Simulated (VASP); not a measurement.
# Sb in VASP: further runs, part 2 of 2

VASP 6.6.1.

**4. Single point, PBE**

This run uses another cell than the first one: it holds 6 atoms, not 4.

File INCAR:

```
SYSTEM = Sb
PREC = Accurate ; ENCUT = 520
EDIFF = 1E-6 ; ISMEAR = 0
SIGMA = 0.1 ; LREAL = .False.
LASPH = .True. ; NELM = 80
ALGO = Normal ; ISIF = 2
LWAVE = .False. ; LCHARG = .False.
GGA = PE ; NBANDS = 24
```

File KPOINTS:

```
regular mesh
0
Gamma
  4 4 4
  0 0 0
```

File POSCAR:

```
Sb
1.0
    0.0000000000      4.5943157414      4.5943157414
    4.5943157414      0.0000000000      4.5943157414
    4.5943157414      4.5943157414      0.0000000000
Sb
6
Direct
    0.2500627201      0.2500627201      0.7499372799
    0.7499372799      0.7499372799      0.2500627201
    0.2500627201      0.7499372799      0.2500627201
    0.7499372799      0.2500627201      0.7499372799
    0.7499372799      0.2500627201      0.2500627201
    0.2500627201      0.7499372799      0.7499372799
```

Potentials or basis: VASP PAW PBE potentials, release 64 (Sb).

The run is started by

```
> cat potpaw_PBE.64/Sb/POTCAR > POTCAR
> mpirun -np 1 vasp_std > vasp.out
```

OUTCAR:

```text
SYSTEM = Sb
   PREC = Accurate
   ENCUT = 520
   EDIFF = 1E-6
   ISMEAR = 0
   LREAL = .False.
   LASPH = .True.
   NELM = 80
   ISIF = 2
   GGA = PE

 ion  position               nearest neighbor table
   1  0.250  0.250  0.750-   3 3.25   4 3.25   5 3.25   6 3.25   3 3.25   6 3.25   5 3.25   4 3.25

   2  0.750  0.750  0.250-   3 3.25   4 3.25   5 3.25   6 3.25   3 3.25   6 3.25   5 3.25   4 3.25

   3  0.250  0.750  0.250-   1 3.25   2 3.25   5 3.25   6 3.25   1 3.25   6 3.25   5 3.25   2 3.25

   4  0.750  0.250  0.750-   1 3.25   2 3.25   5 3.25   6 3.25   6 3.25   5 3.25   1 3.25   2 3.25

   5  0.750  0.250  0.250-   1 3.25   2 3.25   3 3.25   4 3.25   1 3.25   3 3.25   4 3.25   2 3.25

   6  0.250  0.750  0.750-   1 3.25   2 3.25   3 3.25   4 3.25   1 3.25   3 3.25   4 3.25   2 3.25

  LATTYP: Found a face centered cubic cell.
 ALAT       =     9.1886314828

  Lattice vectors:

 A1 = (   0.0000000000,   4.5943157414,   4.5943157414)
 A2 = (   4.5943157414,   0.0000000000,   4.5943157414)
 A3 = (   4.5943157414,   4.5943157414,   0.0000000000)
[... 165 lines left out ...]

 E-fermi :   6.3080     XC(G=0):  -9.1996

 val. band max:        6.2493384850   @ k =   0.5000   0.5000   0.0000
 cond. band min:       6.3947129374   @ k =   0.5000   0.0000   0.0000
 fundamental gap:      0.1453744524
 Fermi energy:         6.3079601009

 k-point     1 :       0.0000    0.0000    0.0000
  band No.  band energies     occupation
      1      -5.9509      2.00000
      2      -2.5603      2.00000
      3      -2.5603      2.00000
      4      -2.5603      2.00000
      5      -0.6114      2.00000
      6      -0.6114      2.00000
[... 205 lines left out ...]
     23       9.0799      0.00000
     24       9.0799      0.00000

------------------------ aborting loop because EDIFF is reached ----------------------------------------

  FORCE on cell =-STRESS in cart. coord.  units (eV):
  Direction    XX          YY          ZZ          XY          YZ          ZX
  --------------------------------------------------------------------------------------
  -------------------------------------------------------------------------------------
  Total       -0.3988927     -0.3988927     -0.3988927      0.0000000     -0.0000000      0.0000000
  in kB       -3.2951425     -3.2951425     -3.2951425      0.0000000     -0.0000000      0.0000000
  external PRESSURE =      -3.2951425 kB  Pullay stress =       0.0000000 kB

 VOLUME and BASIS-vectors are now :
 -----------------------------------------------------------------------------
  energy-cutoff  :      520.00
  volume of cell :      193.95
      direct lattice vectors                 reciprocal lattice vectors
     0.000000000  4.594315741  4.594315741    -0.108830134  0.108830134  0.108830134
     4.594315741  0.000000000  4.594315741     0.108830134 -0.108830134  0.108830134
     4.594315741  4.594315741  0.000000000     0.108830134  0.108830134 -0.108830134

 POSITION                                       TOTAL-FORCE (eV/Angst)
 -----------------------------------------------------------------------------------
      4.59432      4.59432      2.29773         0.000000      0.000000     -0.004046
      4.59432      4.59432      6.89090         0.000000      0.000000      0.004046
      4.59432      2.29773      4.59432         0.000000     -0.004046      0.000000
      4.59432      6.89090      4.59432         0.000000      0.004046      0.000000
      2.29773      4.59432      4.59432        -0.004046      0.000000      0.000000
      6.89090      4.59432      4.59432         0.004046      0.000000      0.000000
 -----------------------------------------------------------------------------------
    total drift:                               -0.000000      0.000000     -0.000000

  FREE ENERGIE OF THE ION-ELECTRON SYSTEM (eV)
  ---------------------------------------------------
  free  energy   TOTEN  =       -23.4773620987 eV

  energy  without entropy=      -23.4642880216  energy(sigma->0) =      -23.47082506
```

OSZICAR:

```text
N       E                     dE             d eps       ncg     rms          rms(c)
DAV:   1     0.143422797360E+03    0.14342E+03   -0.99702E+03   384   0.987E+02
DAV:   2    -0.118891864571E+02   -0.15531E+03   -0.14723E+03   488   0.167E+02
DAV:   3    -0.232758195531E+02   -0.11387E+02   -0.10829E+02   496   0.479E+01
DAV:   4    -0.234773860853E+02   -0.20157E+00   -0.20080E+00   456   0.695E+00
DAV:   5    -0.234814558986E+02   -0.40698E-02   -0.40567E-02   552   0.115E+00    0.412E+00
DAV:   6    -0.234743224990E+02    0.71334E-02   -0.15157E-02   440   0.553E-01    0.238E+00
DAV:   7    -0.234762284742E+02   -0.19060E-02   -0.26320E-02   456   0.735E-01    0.128E-01
DAV:   8    -0.234771747707E+02   -0.94630E-03   -0.31114E-03   464   0.235E-01    0.472E-02
DAV:   9    -0.234773172543E+02   -0.14248E-03   -0.20594E-04   464   0.651E-02    0.343E-02
DAV:  10    -0.234773556457E+02   -0.38391E-04   -0.65261E-05   464   0.315E-02    0.473E-03
DAV:  11    -0.234773621254E+02   -0.64797E-05   -0.11417E-05   448   0.121E-02    0.171E-03
DAV:  12    -0.234773620987E+02    0.26667E-07   -0.30718E-07   344   0.232E-03
   1 F= -.23477362E+02 E0= -.23470825E+02  d E =-.130741E-01
```

Wall time 31 s (1 thread of AMD EPYC 7R43 (Zen 3), shared host); peak memory 0.29 GiB.

Results:

```
Free energy            : -23.4774 eV
Pressure               : -0.3 GPa
Largest force          : 0.004 eV/Å
Band gap on the k mesh : zero (band 15 reaches 7.63 eV, above the bottom of band 16 at 5.85 eV)
```

Forces in eV/Å, atoms in the order of the input:
```
Sb   0.000  0.000 -0.004
Sb   0.000  0.000  0.004
Sb   0.000 -0.004  0.000
Sb   0.000  0.004  0.000
Sb  -0.004  0.000  0.000
Sb   0.004  0.000  0.000
```

Levels at points of the mesh, in eV from the Fermi level:
```tsv
k point	band 11	band 12	band 13	band 14	band 15	band 16	band 17	band 18
(0.00, 0.00, 0.00)	-3.88	-3.88	-3.88	1.32	1.32	1.32	1.77	2.00
(0.50, 0.00, 0.00)	-2.24	-2.24	-1.17	-1.16	0.09	0.09	0.09	0.09
(0.50, 0.50, 0.00)	-1.21	-0.84	-0.84	-0.55	-0.55	-0.46	-0.31	-0.27
```

Caveat: spin-orbit coupling is left out, which moves the levels of the heavy elements.

**5. Single point, PBE**

This run uses another cell than the first one: it holds 3 atoms, not 4.

File INCAR:

```
SYSTEM = Sb
PREC = Accurate ; ENCUT = 520
EDIFF = 1E-7 ; ISMEAR = 0
SIGMA = 0.1 ; LREAL = .False.
LASPH = .True. ; NELM = 80
ALGO = Normal ; ISIF = 2
LWAVE = .False. ; LCHARG = .False.
GGA = PE ; NBANDS = 14
```

File KPOINTS:

```
regular mesh
0
Gamma
  10 10 10
  0 0 0
```

File POSCAR:

```
Sb
1.0
    4.5770472098      0.0000000000      0.0000000000
    0.0000000000      4.5770472098      0.0000000000
    0.0000000000      0.0000000000      4.5770472098
Sb
3
Direct
    0.0000000000      0.0000000000      0.5000000000
    0.0000000000      0.5000000000      0.0000000000
    0.5000000000      0.0000000000      0.0000000000
```

The run is started by

```
> cat potpaw_PBE.64/Sb/POTCAR > POTCAR
> mpirun -np 1 vasp_std > vasp.out
```

It took 53 s on 1 thread of AMD EPYC 7R43 (Zen 3), shared host; peak memory 0.19 GiB.

The run converged. Its results:

```yaml
Free_energy: -11.7162 eV
Pressure: -0.1 GPa
```

Levels at points of the mesh, in eV from the Fermi level:
```csv
k point,band 4,band 5,band 6,band 7,band 8,band 9,band 10,band 11
"(0.00, 0.00, 0.00)",-3.91,-3.91,-3.91,1.38,1.38,1.38,1.76,3.82
"(0.50, 0.00, 0.00)",-2.85,-2.85,-0.82,-0.82,-0.44,-0.27,-0.25,3.17
"(0.50, 0.50, 0.00)",-4.41,-2.20,-1.23,-0.53,-0.53,-0.01,-0.01,4.28
"(0.50, 0.50, 0.50)",-6.23,-4.11,-4.11,-4.11,2.02,4.55,4.55,5.21
```

Caveat: spin-orbit coupling is left out, which moves the levels of the heavy elements.

**6. Relaxation of cell and atoms, PBE**

This run uses another cell than the first one: it holds 3 atoms, not 4.

File INCAR:

```
ALGO     = Normal         # electronic algorithm
EDIFF    = 1E-6           # SCF threshold, eV
EDIFFG   = -0.01          # ionic threshold
ENCUT    = 600            # plane-wave cutoff, eV
GGA      = PE             # functional
IBRION   = 2              # ionic algorithm
ISIF     = 3              # what is computed and relaxed
ISMEAR   = 0              # smearing method
LASPH    = T              # aspherical terms in the spheres
LCHARG   = F              # write CHGCAR
LREAL    = F              # projectors in reciprocal space
LWAVE    = F              # write WAVECAR
NELM     = 60             # most SCF steps
NSW      = 100            # ionic steps
PREC     = Accurate       # precision mode
SIGMA    = 0.1            # smearing width, eV
```

File KPOINTS:

```
k-points
0
Gamma
  10 10 10
```

File POSCAR:

```
Sb
1.0
    4.5943157414      0.0000000000      0.0000000000
    0.0000000000      4.5943157414      0.0000000000
    0.0000000000      0.0000000000      4.5943157414
Sb
3
Direct
    0.0000000000      0.0000000000      0.5000000000
    0.0000000000      0.5000000000      0.0000000000
    0.5000000000      0.0000000000      0.0000000000
```

Potentials or basis: VASP PAW PBE potentials, release 64 (Sb).

The run is started by

```
> cat potpaw_PBE.64/Sb/POTCAR > POTCAR
> mpirun -np 1 vasp_std > vasp.out
```

OUTCAR:

```text
EDIFF = 1E-6
   EDIFFG = -0.01
   ENCUT = 600
   GGA = PE
   IBRION = 2
   ISIF = 3
   ISMEAR = 0
   LASPH = T
   LREAL = F
   NELM = 60
   NSW = 100
   PREC = Accurate

 ion  position               nearest neighbor table
   1  0.000  0.000  0.500-   2 3.25   3 3.25   2 3.25   3 3.25   2 3.25   2 3.25   3 3.25   3 3.25

   2  0.000  0.500  0.000-   1 3.25   3 3.25   1 3.25   1 3.25   3 3.25   1 3.25   3 3.25   3 3.25

   3  0.500  0.000  0.000-   1 3.25   2 3.25   1 3.25   2 3.25   1 3.25   2 3.25   1 3.25   2 3.25

  LATTYP: Found a simple cubic cell.
 ALAT       =     4.5943157414

  Lattice vectors:

 A1 = (   4.5943157414,   0.0000000000,   0.0000000000)
 A2 = (   0.0000000000,   4.5943157414,   0.0000000000)
 A3 = (   0.0000000000,   0.0000000000,   4.5943157414)

Analysis of symmetry for initial positions (statically):
[... 274 lines left out ...]
      5       2.5109      2.00000
      6       2.5109      2.00000
      7       7.8025      0.00000
      8       7.8025      0.00000
      9       7.8025      0.00000
     10       8.1793      0.00000
     11      10.2519      0.00000
[... 309 lines left out ...]
 k-point    24 :       0.3000    0.1000    0.1000
  band No.  band energies     occupation
      1      -5.2282      2.00000
      2      -2.3223      2.00000
      3      -0.7147      2.00000
      4       2.5695      2.00000
      5       3.7233      2.00000
      6       4.9203      2.00000
      7       5.4648      2.00000
      8       6.0231      2.00000
      9       7.7076      0.00000
     10       7.9076      0.00000
     11       9.0845      0.00000

 [... further k-points ...]

------------------------ aborting loop because EDIFF is reached ----------------------------------------

  FORCE on cell =-STRESS in cart. coord.  units (eV):
  Direction    XX          YY          ZZ          XY          YZ          ZX
  --------------------------------------------------------------------------------------
  -------------------------------------------------------------------------------------
  Total        0.0054259      0.0054259      0.0054259      0.0000000      0.0000000     -0.0000000
  in kB        0.0907949      0.0907949      0.0907949      0.0000000      0.0000000     -0.0000000
  external PRESSURE =       0.0907949 kB  Pullay stress =       0.0000000 kB
[... 18 lines left out ...]
  FREE ENERGIE OF THE ION-ELECTRON SYSTEM (eV)
  ---------------------------------------------------
  free  energy   TOTEN  =       -11.7162654360 eV

  energy  without entropy=      -11.7044751763  energy(sigma->0) =      -11.71037031

 reached required accuracy - stopping structural energy minimisation
```

CONTCAR:

```text
Sb
   1.00000000000000
     4.5748157687328890    0.0000000000000000   -0.0000000000000000
     0.0000000000000000    4.5748157687328890   -0.0000000000000000
     0.0000000000000000    0.0000000000000000    4.5748157687328890
  Sb
     3
Direct
     0.0000000000000000    0.0000000000000000    0.5000000000000000
     0.0000000000000000    0.5000000000000000    0.0000000000000000
     0.5000000000000000    0.0000000000000000    0.0000000000000000

  0.00000000E+00  0.00000000E+00  0.00000000E+00
  0.00000000E+00  0.00000000E+00  0.00000000E+00
  0.00000000E+00  0.00000000E+00  0.00000000E+00
```

Wall time 82 s (1 thread of AMD EPYC 7R13 (Zen 3), shared host); peak memory 0.25 GiB.

Results:

```
Free energy                            : -11.7163 eV
Relaxed volume                         : 31.92 Å³/atom
Relaxed cell                           : a = 4.575 Å, b = 4.575 Å, c = 4.575 Å, α = 90.00°, β = 90.00°, γ = 90.00°
Space group after relaxing (to 0.05 Å) : Pm-3m (No. 221)
Energy gained by relaxing              : 0.8 meV/atom
Ionic steps                            : 3
Pressure after relaxing                : 0.0 GPa
```

The path:
```
step  energy change (eV)  largest force (eV/Å)  pressure (GPa)  volume (Å³)
   1              0.0000                0.0000           -0.62        96.98
   2             -0.0020                0.0000            0.27        95.23
   3             -0.0024                0.0000            0.01        95.75
```

Final structure:
```
Sb
1.0
     4.57482    0.00000    0.00000
     0.00000    4.57482    0.00000
     0.00000    0.00000    4.57482
Sb
3
Cartesian
  0.0000 0.0000 2.2874
  0.0000 2.2874 0.0000
  2.2874 0.0000 0.0000
```

Caveat: spin-orbit coupling is left out, which moves the levels of the heavy elements.

**7. Summary**

```tsv
task	cell	k mesh	cutoff (eV)	gap on the mesh (eV)	pressure (GPa)
single point	a = 4.391, b = 4.394, c = 6.225 Å, angles 90.0, 90.1, 90.0°, 4 atoms	10 × 10 × 8	520	none	0.0
single point	a = 4.382, b = 4.382, c = 5.430 Å, angles 90.0, 90.0, 120.0°, 3 atoms	6 × 6 × 4	520	none	-0.1
single point	a = 6.497 Å, angles 60.0°, 6 atoms	4 × 4 × 4	520	none	-0.3
single point	a = 4.577 Å, 3 atoms	10 × 10 × 10	520	none	-0.1
relaxation of cell and atoms	relaxed from a = 4.594 Å, 3 atoms	10 × 10 × 10	600	none	0.0
```

Alike in all rows: level PBE; potentials or basis VASP PAW PBE potentials, release 64 (Sb); no spin polarisation; smearing gaussian 0.1 eV.

Caveats: spin-orbit coupling is left out, which moves the levels of the heavy elements.

Total energies depend on the potentials used, so only differences within one code and one set of settings carry meaning.
